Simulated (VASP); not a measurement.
# GaN (I-4m2) in VASP: a series of runs

Runs on GaN. Level: PBE. Tasks: single point.

Everything below comes from runs of VASP 6.6.1. Logs are shortened: lines on timing, memory, paths and dates and some standing lists are left out, and cuts for length are marked.

## 1. The cell of the first run

The structure is tetragonal, space group I-4m2 (No. 119). The conventional cell has a = 3.216 Å, b = 3.216 Å, c = 4.412 Å, α = 90.00°, β = 90.00°, γ = 90.00°. Ga (site symmetry -4m2) has 4 N at 1.95 Å within 2.6 Å. N (site symmetry -4m2) has 4 Ga at 1.95 Å within 2.6 Å.

## 2. Single point, PBE (strain -0.0300 x Voigt [0, 0, 1, 0, 0, 0])

Input file INCAR:

```
SYSTEM = GaN
ALGO = Normal
EDIFF = 1E-7
ENCUT = 520
GGA = PE
ISIF = 2
ISMEAR = 0
LASPH = .True.
LCHARG = .True.
LELF = .True.
LREAL = .False.
LVHAR = .True.
LWAVE = .False.
NBANDS = 16
NELM = 80
PREC = Accurate
SIGMA = 0.05
```

Input file KPOINTS:

```
k-points
0
Gamma
  10 10 10
  0 0 0
```

Input file POSCAR:

```
GaN
1.0
    0.0000000000      2.2742384873      2.2060113327
    2.2742384873      0.0000000000      2.2060113327
    2.2742384873      2.2742384873      0.0000000000
Ga N
1 1
Direct
    0.0000000000      0.0000000000      0.0000000000
    0.7500000000      0.7500000000      0.7500000000
```

Potentials or basis: VASP PAW PBE potentials, release 64 (Ga_d, N).

On the command line:

```console
$ cat potpaw_PBE.64/Ga_d/POTCAR potpaw_PBE.64/N/POTCAR > POTCAR
$ mpirun -np 1 vasp_std > vasp.out
```

OUTCAR:

```text
SYSTEM = GaN
   EDIFF = 1E-7
   ENCUT = 520
   GGA = PE
   ISIF = 2
   ISMEAR = 0
   LASPH = .True.
   LREAL = .False.
   NELM = 80
   PREC = Accurate

 ion  position               nearest neighbor table
   1  0.000  0.000  0.000-   2 1.95   2 1.95   2 1.95   2 1.95
   2  0.750  0.750  0.750-   1 1.95   1 1.95   1 1.95   1 1.95

  LATTYP: Found a body centered tetragonal cell.
 ALAT       =     3.2162589128
 C/A-ratio  =     1.3717871555

  Lattice vectors:

 A1 = (   0.0000000000,  -2.2742384873,  -2.2060113327)
 A2 = (   0.0000000000,   2.2742384873,  -2.2060113327)
 A3 = (   2.2742384873,   0.0000000000,   2.2060113327)

Analysis of symmetry for initial positions (statically):
=====================================================================
 Subroutine PRICEL returns:
 Original cell was already a primitive cell.

 Routine SETGRP: Setting up the symmetry group for a
 body centered tetragonal supercell.

 Subroutine GETGRP returns: Found  8 space group operations
 (whereof  8 operations were pure point group operations)
 out of a pool of 16 trial point group operations.

The static configuration has the point symmetry D_2d.

Analysis of symmetry for dynamics (positions and initial velocities):
=====================================================================
 Subroutine PRICEL returns:
 Original cell was already a primitive cell.

 Routine SETGRP: Setting up the symmetry group for a
 body centered tetragonal supercell.

 Subroutine GETGRP returns: Found  8 space group operations
 (whereof  8 operations were pure point group operations)
 out of a pool of 16 trial point group operations.

The dynamic configuration has the point symmetry D_2d.

 Subroutine INISYM returns: Found  8 space group operations
 (whereof  8 operations are pure point group operations),
 and found     1 'primitive' translations

----------------------------------------------------------------------------------------

                                     Primitive cell

  volume of cell :      22.8197

  direct lattice vectors                    reciprocal lattice vectors
     0.000000000  2.274238487  2.206011333    -0.219853812  0.219853812  0.226653414
     2.274238487  0.000000000  2.206011333     0.219853812 -0.219853812  0.226653414
     2.274238487  2.274238487  0.000000000     0.219853812  0.219853812 -0.226653414

  length of vectors
     3.168382347  3.168382347  3.216258913     0.384763781  0.384763781  0.384763781

  position of ions in fractional coordinates (direct lattice)
     0.000000000  0.000000000  0.000000000
     0.750000000  0.750000000  0.750000000

  ion indices of the primitive-cell ions
   primitive index   ion index
                 1           1
                 2           2

----------------------------------------------------------------------------------------

 KPOINTS: k-points

Automatic generation of k-mesh.
 Grid dimensions read from file:
 generate k-points for:   10   10   10

 Generating k-lattice:

  Cartesian coordinates                     Fractional coordinates (reciprocal lattice)
    -0.021985381  0.021985381  0.022665341     0.100000000 -0.000000000  0.000000000
     0.021985381 -0.021985381  0.022665341    -0.000000000  0.100000000  0.000000000
     0.021985381  0.021985381 -0.022665341     0.000000000  0.000000000  0.100000000

  Length of vectors
     0.038476378  0.038476378  0.038476378

  Shift w.r.t. Gamma in fractional coordinates (k-lattice)
     0.000000000  0.000000000  0.000000000

 Subroutine IBZKPT returns following result:
 ===========================================

 Found    102 irreducible k-points:

 Following reciprocal coordinates:
            Coordinates               Weight
  0.000000  0.000000  0.000000      1.000000
  0.100000 -0.000000  0.000000      8.000000
  0.200000 -0.000000  0.000000      8.000000
  0.300000 -0.000000  0.000000      8.000000
  0.400000 -0.000000  0.000000      8.000000
  0.500000 -0.000000  0.000000      4.000000
[... 16 lines left out ...]
  0.300000  0.300000  0.000000      2.000000
  0.400000  0.300000  0.000000      8.000000
 [... further k-points ...]
   k-points           NKPTS =    102   k-points in BZ     NKDIM =    102   number of bands    NBANDS=     16
   number of dos      NEDOS =    301   number of ions     NIONS =      2
   total plane-waves  NPLWV =  13824
   dimension x,y,z NGX =    24 NGY =   24 NGZ =   24
   dimension x,y,z NGXF=    48 NGYF=   48 NGZF=   48
   ions per type =               1   1
   NGX,Y,Z   is equivalent  to a cutoff of  12.59, 12.59, 12.41 a.u.
   NGXF,Y,Z  is equivalent  to a cutoff of  25.19, 25.19, 24.81 a.u.
 SYSTEM =  GaN
   PREC   = accura    normal or accurate (medium, high low for compatibility)
   ISTART =      0    job   : 0-new  1-cont  2-samecut
   ICHARG =      2    charge: 1-file 2-atom 10-const
   ISPIN  =      1    spin polarized calculation?
   LNONCOLLINEAR =      F non collinear calculations
   LSORBIT =      F    spin-orbit coupling
   LASPH  =      T    aspherical Exc in radial PAW
   ENCUT  =  520.0 eV  38.22 Ry    6.18 a.u.   5.89  5.89  5.98*2*pi/ulx,y,z
   NELM   =     80;   NELMIN=  2; NELMDL= -5     # of ELM steps
   EDIFF  = 0.1E-06   stopping-criterion for ELM
   LREAL  =      F    real-space projection
   EDIFFG = 0.1E-05   stopping-criterion for IOM
   NSW    =      0    number of steps for IOM
   IBRION =     -1    ionic relax: 0-MD 1-quasi-New 2-CG
   NFREE  =      0    steps in history (QN), initial steepest desc. (CG)
   ISIF   =      2    stress and relaxation
   ISYM   =      2    0-nonsym 1-usesym 2-fastsym
   POTIM  = 0.5000    time-step for ionic-motion
   TEBEG  =    0.0;   TEEND  =   0.0 temperature during run
   PSTRESS=    0.0 pullay stress
   NELECT =      18.0000    total number of electrons
   NUPDOWN=      -1.0000    fix difference up-down
   EMIN   =  10.00;   EMAX   =-10.00  energy-range for DOS
   EFERMI =   0.00;   METHOD = LEGACY
   ISMEAR =     0;   SIGMA  =   0.05  broadening in eV -4-tet -1-fermi 0-gaus
   EFERMI_NEDOS =   21; number of points for ismear=-14 and -15
   IALGO  =     38    algorithm
   IMIX   =      4    mixing-type and parameters
     AMIX     =   0.40;   BMIX     =  1.00
     AMIX_MAG =   1.60;   BMIX_MAG =  1.00
  volume/ion in A,a.u.               =      11.41        77.00
  Fermi-wavevector in a.u.,A,eV,Ry     =   1.512617  2.858432 31.130284  2.288011
  Thomas-Fermi vector in A             =   2.622518
   LORBIT       =      0    0 simple, 1 ext, 2 COOP (PROOUT), +10 PAW based schemes
   GGA     = PE    functional components
   LHFCALC =     F    Hartree Fock is set to
   AEXX    =    0.0000 exact exchange contribution
   IVDW    =     0    specifies the selected vdW correction
   LEPSILON=     F    determine dielectric tensor
   LRPA    =     F    only Hartree local field effects (RPA)
 non-spin polarized calculation
 Gauss-broadening in eV      SIGMA  =   0.05
  energy-cutoff  :      520.00
  volume of cell :       22.82
 maximum number of plane-waves:       624
   NGX = 11   NGY = 11   NGZ = 11

 number of electron      18.0000004 magnetization

 Free energy of the ion-electron system (eV)
  ---------------------------------------------------
  ext. energy  EPLUGINS =         0.00000000
  ---------------------------------------------------
  free energy    TOTEN  =       -12.13584347 eV

  energy without entropy =      -12.13584347  energy(sigma->0) =      -12.13584347

 E-fermi :   5.6311     XC(G=0): -11.6839

 val. band max:        5.4023975509   @ k =   0.0000   0.0000   0.0000
 cond. band min:       7.0547020839   @ k =   0.0000   0.0000   0.0000
 fundamental gap:      1.6523045329
 Fermi energy:         5.6310759577

 k-point     1 :       0.0000    0.0000    0.0000
  band No.  band energies     occupation
      1     -10.6435      2.00000
      2      -8.1421      2.00000
      3      -8.1421      2.00000
      4      -8.1103      2.00000
      5      -7.8106      2.00000
      6      -7.8092      2.00000
[... 8 lines left out ...]
     15      23.8647      0.00000
     16      23.8647      0.00000

 k-point     2 :       0.1000   -0.0000    0.0000
  band No.  band energies     occupation
      1     -10.5327      2.00000
      2      -8.1284      2.00000
      3      -8.1158      2.00000
      4      -8.0845      2.00000
      5      -7.8111      2.00000
      6      -7.8111      2.00000
[... 8 lines left out ...]
     15      22.6478      0.00000
     16      23.4435      0.00000

 k-point     3 :       0.2000   -0.0000    0.0000
  band No.  band energies     occupation
      1     -10.2532      2.00000
      2      -8.0968      2.00000
      3      -8.0763      2.00000
      4      -7.9312      2.00000
      5      -7.8109      2.00000
      6      -7.8075      2.00000
[... 8 lines left out ...]
     15      21.9322      0.00000
     16      22.5288      0.00000

 k-point     4 :       0.3000   -0.0000    0.0000
  band No.  band energies     occupation
      1      -9.9555      2.00000
      2      -8.0692      2.00000
      3      -8.0469      2.00000
      4      -7.8033      2.00000
      5      -7.7903      2.00000
      6      -7.5335      2.00000
[... 8 lines left out ...]
     15      22.5647      0.00000
     16      22.7362      0.00000
[... 324 lines left out ...]
 k-point    22 :      -0.2000    0.2000    0.0000
  band No.  band energies     occupation
      1      -9.8696      2.00000
      2      -8.0358      2.00000
      3      -8.0301      2.00000
      4      -7.8274      2.00000
      5      -7.8227      2.00000
      6      -7.3832      2.00000
[... 8 lines left out ...]
     15      22.4960      0.00000
     16      26.1831      0.00000

 k-point    23 :       0.3000    0.3000    0.0000
  band No.  band energies     occupation
      1      -9.7645      2.00000
      2      -7.9929      2.00000
      3      -7.9481      2.00000
      4      -7.9481      2.00000
      5      -7.7535      2.00000
      6      -7.2820      2.00000
[... 8 lines left out ...]
     15      26.9636      0.00000
     16      27.6396      0.00000

 k-point    24 :       0.4000    0.3000    0.0000
  band No.  band energies     occupation
      1      -9.6512      2.00000
      2      -8.0113      2.00000
      3      -7.9122      2.00000
      4      -7.9112      2.00000
      5      -7.7415      2.00000
      6      -6.8161      2.00000
[... 8 lines left out ...]
     15      27.5098      0.00000
     16      27.5505      0.00000

 [... further k-points ...]

------------------------ aborting loop because EDIFF is reached ----------------------------------------

  FORCE on cell =-STRESS in cart. coord.  units (eV):
  Direction    XX          YY          ZZ          XY          YZ          ZX
  --------------------------------------------------------------------------------------
  -------------------------------------------------------------------------------------
  Total        0.6326527      0.6326527      1.1172149      0.0000000      0.0000000      0.0000000
  in kB       44.4187336     44.4187336     78.4399959      0.0000000      0.0000000      0.0000000
  external PRESSURE =      55.7591543 kB  Pullay stress =       0.0000000 kB

 VOLUME and BASIS-vectors are now :
 -----------------------------------------------------------------------------
  energy-cutoff  :      520.00
  volume of cell :       22.82
      direct lattice vectors                 reciprocal lattice vectors
     0.000000000  2.274238487  2.206011333    -0.219853812  0.219853812  0.226653414
     2.274238487  0.000000000  2.206011333     0.219853812 -0.219853812  0.226653414
     2.274238487  2.274238487  0.000000000     0.219853812  0.219853812 -0.226653414

 POSITION                                       TOTAL-FORCE (eV/Angst)
 -----------------------------------------------------------------------------------
      0.00000      0.00000      0.00000         0.000000      0.000000      0.000000
      3.41136      3.41136      3.30902        -0.000000     -0.000000     -0.000000
 -----------------------------------------------------------------------------------
    total drift:                               -0.000002     -0.000002     -0.000001

  FREE ENERGIE OF THE ION-ELECTRON SYSTEM (eV)
  ---------------------------------------------------
  free  energy   TOTEN  =       -12.1358434730 eV

  energy  without entropy=      -12.1358434730  energy(sigma->0) =      -12.13584347
```

Run time: 32 s. Hardware: 1 thread of Intel Xeon 8259CL, shared host; peak memory 0.16 GiB.

Results:

```yaml
Free_energy: -12.1358 eV
Pressure: 5.6 GPa
Band_gap_on_the_k_mesh: 1.65 eV, direct
```

Caveat: the cell differs from its parent crystal (strain -0.0300 x Voigt [0, 0, 1, 0, 0, 0]).

## 3. Single point, PBE (strain -0.0150 x Voigt [0, 0, 1, 0, 0, 0])

Input file INCAR:

```
PREC = Accurate ; ENCUT = 520
EDIFF = 1E-6 ; ISMEAR = 0
SIGMA = 0.05 ; LREAL = False
LASPH = True ; NELM = 60
ALGO = Normal ; ISIF = 2
LWAVE = False ; LCHARG = False
GGA = PE ; NBANDS = 16
```

Input file KPOINTS:

```
Automatic mesh
0
Gamma
  10 10 10
```

Input file POSCAR:

```
GaN
1.0
    0.0000000000      2.2742384873      2.2401249100
    2.2742384873      0.0000000000      2.2401249100
    2.2742384873      2.2742384873      0.0000000000
Ga N
1 1
Direct
    0.0000000000      0.0000000000      0.0000000000
    0.7500000000      0.7500000000      0.7500000000
```

Potentials or basis: VASP PAW PBE potentials, release 64 (Ga_d, N).

On the command line:

```console
$ cat potpaw_PBE.64/Ga_d/POTCAR potpaw_PBE.64/N/POTCAR > POTCAR
$ mpirun -np 1 vasp_std > vasp.out
```

OUTCAR:

```text
PREC = Accurate
   ENCUT = 520
   EDIFF = 1E-6
   ISMEAR = 0
   LREAL = False
   LASPH = True
   NELM = 60
   ISIF = 2
   GGA = PE

 ion  position               nearest neighbor table
   1  0.000  0.000  0.000-   2 1.96   2 1.96   2 1.96   2 1.96
   2  0.750  0.750  0.750-   1 1.96   1 1.96   1 1.96   1 1.96

  LATTYP: Found a body centered tetragonal cell.
 ALAT       =     3.2162589128
 C/A-ratio  =     1.3930003589

  Lattice vectors:

 A1 = (   0.0000000000,  -2.2742384873,  -2.2401249100)
[... 641 lines left out ...]

------------------------ aborting loop because EDIFF is reached ----------------------------------------

  FORCE on cell =-STRESS in cart. coord.  units (eV):
  Direction    XX          YY          ZZ          XY          YZ          ZX
  --------------------------------------------------------------------------------------
  -------------------------------------------------------------------------------------
  Total        0.3138552      0.3138552      0.5699274      0.0000000      0.0000000      0.0000000
  in kB       21.7002940     21.7002940     39.4054122      0.0000000      0.0000000      0.0000000
  external PRESSURE =      27.6020000 kB  Pullay stress =       0.0000000 kB

 VOLUME and BASIS-vectors are now :
 -----------------------------------------------------------------------------
  energy-cutoff  :      520.00
  volume of cell :       23.17
      direct lattice vectors                 reciprocal lattice vectors
     0.000000000  2.274238487  2.240124910    -0.219853812  0.219853812  0.223201839
     2.274238487  0.000000000  2.240124910     0.219853812 -0.219853812  0.223201839
     2.274238487  2.274238487  0.000000000     0.219853812  0.219853812 -0.223201839

 POSITION                                       TOTAL-FORCE (eV/Angst)
 -----------------------------------------------------------------------------------
      0.00000      0.00000      0.00000        -0.000000     -0.000000     -0.000000
      3.41136      3.41136      3.36019         0.000000      0.000000      0.000000
 -----------------------------------------------------------------------------------
    total drift:                               -0.000002     -0.000002     -0.000001

  FREE ENERGIE OF THE ION-ELECTRON SYSTEM (eV)
  ---------------------------------------------------
  free  energy   TOTEN  =       -12.1489754310 eV

  energy  without entropy=      -12.1489754310  energy(sigma->0) =      -12.14897543
```

OSZICAR:

```text
N       E                     dE             d eps       ncg     rms          rms(c)
DAV:   1     0.786566895098E+02    0.78657E+02   -0.93422E+03  3736   0.200E+03
DAV:   2    -0.863426173488E+01   -0.87291E+02   -0.81368E+02  3784   0.322E+02
DAV:   3    -0.140670772670E+02   -0.54328E+01   -0.54131E+01  3752   0.684E+01
DAV:   4    -0.141290778903E+02   -0.62001E-01   -0.61995E-01  4208   0.777E+00
DAV:   5    -0.141299086891E+02   -0.83080E-03   -0.83079E-03  3872   0.807E-01    0.767E+00
DAV:   6    -0.121493827183E+02    0.19805E+01   -0.49226E+00  4928   0.393E+01    0.268E+00
DAV:   7    -0.121567010826E+02   -0.73184E-02   -0.31433E-01  3600   0.663E+00    0.176E+00
DAV:   8    -0.121530698995E+02    0.36312E-02   -0.60507E-02  3696   0.323E+00    0.816E-01
DAV:   9    -0.121486836772E+02    0.43862E-02   -0.14300E-02  4912   0.267E+00    0.210E-01
DAV:  10    -0.121490685784E+02   -0.38490E-03   -0.14794E-03  3776   0.514E-01    0.107E-01
DAV:  11    -0.121489704766E+02    0.98102E-04   -0.27596E-04  4816   0.257E-01    0.748E-03
DAV:  12    -0.121489756711E+02   -0.51944E-05   -0.30189E-05  3768   0.513E-02    0.957E-03
DAV:  13    -0.121489754310E+02    0.24005E-06   -0.60388E-07  2856   0.136E-02
   1 F= -.12148975E+02 E0= -.12148975E+02  d E =-.265278E-12
```

It took 39 s on 1 thread of Intel Xeon 8259CL, shared host; peak memory 0.16 GiB.

Results:

| Quantity | Value |
| --- | --- |
| Free energy | -12.1490 eV |
| Pressure | 2.8 GPa |
| Band gap on the k mesh | 1.60 eV, direct |

Stress tensor (GPa, compression positive):
```
2.17 0.00 0.00
0.00 2.17 0.00
0.00 0.00 3.94
```

Caveat: the cell differs from its parent crystal (strain -0.0150 x Voigt [0, 0, 1, 0, 0, 0]).

[end of part 1 of 2]
